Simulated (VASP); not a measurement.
Write the native input for VASP 6.6.1 that does the following.

```
Task                   : single point
Functional             : PBE
Potentials or basis    : VASP PAW PBE potentials, release 64 (Ni_sv_GW, Si)
Cutoff                 : 690 eV
k mesh                 : 8 × 8 × 8
Occupations            : fermi-dirac, width 0.05 eV
Spin                   : collinear spin, ferromagnetic start
Starting moments       : [1.0, 1.0, 1.0, 0.0] μB
Dipole correction      : no
Further INCAR settings : ALGO = Normal; EDIFF = 1e-06; NBANDS = 41
```

The structure of SiNi3 lies in POSCAR:

```
SiNi3
1.0
    3.5182274716      0.0000000000      0.0000000000
    0.0000000000      3.5182274716      0.0000000000
    0.0000000000      0.0000000000      3.5182274716
Ni Si
3 1
Direct
    0.5000000000      0.5000000000      0.0000000000
    0.5000000000      0.0000000000      0.5000000000
    0.0000000000      0.5000000000      0.5000000000
    0.0000000000      0.0000000000      0.0000000000
```

One way to write it, as run:

INCAR

```
ALGO = Normal
EDIFF = 1E-6
ENCUT = 690
GGA = PE
GGA_COMPAT = False
ISIF = 2
ISMEAR = -1
ISPIN = 2
LASPH = True
LCHARG = True
LELF = True
LMAXMIX = 4
LORBIT = 11
LREAL = False
LVHAR = True
LWAVE = False
MAGMOM = 1 1 1 0
NBANDS = 41
NELM = 200
PREC = Accurate
SIGMA = 0.05
```

KPOINTS

```
k-points
0
Gamma
  8 8 8
```

Potentials or basis: VASP PAW PBE potentials, release 64 (Ni_sv_GW, Si).

Run with:

```sh
$ cat potpaw_PBE.64/Ni_sv_GW/POTCAR potpaw_PBE.64/Si/POTCAR > POTCAR
$ mpirun -np 1 vasp_std > vasp.out
```

Results of the run:

```json
{"Pressure": "-2.8 GPa", "Band gap on the k mesh": "zero (filled and empty bands overlap)", "Net moment": "0.00 μB per cell", "Valence electrons inside the program's atomic spheres": "Ni 16.42; Si 1.54"}
```

Caveat: the moments typed at the start vanished in this run.

Wall time 3.5 min on 1 thread of Intel(R) Xeon(R) Platinum 8259CL CPU @ 2.50GHz (Skylake/Cascade Lake) (shared host), peak memory 0.3 GiB.
